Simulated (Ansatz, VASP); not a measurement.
**MoS in VASP and in Ansatz**

```
Mo S
1.0
     0.00000    2.47813    2.47813
     2.47813    0.00000    2.47813
     2.47813    2.47813    0.00000
Mo S
1 1
Cartesian
  2.4781 2.4781 2.4781
  0.0000 0.0000 0.0000
```

Change from the starting cell: species swapped into the AgCl type (Fm-3m, No. 225).

Alike in both runs: functional PBE; k mesh 20 × 20 × 20; occupations gaussian, width 0.1 eV; collinear spin.

Ansatz relaxed the structure, and its values are those at the end. VASP's run is a single point on that final structure, the one shown.

```csv
,VASP,Ansatz
version,VASP 6.6.1,Ansatz 0.2.0
potentials or method,"VASP PAW PBE potentials, release 64 (Mo_sv, S), cutoff 520 eV","scalar-relativistic, plane waves, PAW"
valence electrons in the cell,20,20
```

|  | VASP | Ansatz | Ansatz less VASP |
| --- | --- | --- | --- |
| gap on the k mesh at the Fermi level (eV) | none | none | - |
| pressure (GPa) | 0.2 | 0.0 | -0.12 |
| net moment per atom (μB) | 0.06 | 0.00 | -0.055 |
| size of the moment on the site where the two differ most (μB) | 0.10 | 0.00 | -0.098 |

Site moments also hang on the region over which each program counts them. A gap of «none» marks a metal or a gap that the smearing closes. With one functional, cell and mesh, what is left measures potentials, basis and numerics. Ansatz's warnings: seeded moment not kept.
